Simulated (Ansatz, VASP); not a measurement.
MgZr2O3 in VASP and in Ansatz

```
CELL_PARAMETERS angstrom
2.99961 0.00000 0.00000
-1.49981 2.59774 0.00000
0.00000 0.00000 8.69754
ATOMIC_POSITIONS crystal
Mg 0.00000 0.00000 0.50000
Zr 0.33333 0.66667 0.17892
Zr 0.66667 0.33333 0.82108
O 0.33333 0.66667 0.63692
O 0.66667 0.33333 0.36308
O 0.00000 0.00000 0.00000
```

Alike in both runs: task single point; functional r2SCAN; k mesh 12 × 12 × 4; occupations gaussian, width 0.1 eV; no spin polarisation.

|  | VASP | Ansatz |
| --- | --- | --- |
| version | VASP 6.6.1 | Ansatz 0.2.0 |
| potentials or method | VASP PAW PBE potentials, release 64 (Mg, Zr_sv, O), cutoff 520 eV | scalar-relativistic, plane waves, PAW |
| valence electrons in the cell | 44 | 52 |

```tsv
	VASP	Ansatz	Ansatz less VASP
gap on the k mesh at the Fermi level (eV)	none	none	-
pressure (GPa)	-3.7	-3.6	+0.18
traceless stress, the component that is largest in VASP (GPa)	1.40	1.39	-0.017
rms of the force components (eV/Å)	0.067	0.049	-0.0178
```

VASP's potentials were made for PBE, not for r2SCAN. Atom by atom the forces differ by 0.018 eV/Å (rms over components). A gap of «none» marks a metal or a gap that the smearing closes. The functional is the same, so the differences come from potentials, cutoffs and numerics. VASP's potentials hold 44 valence electrons a cell and Ansatz's 52, so a difference there can come from the potentials and not from the codes.
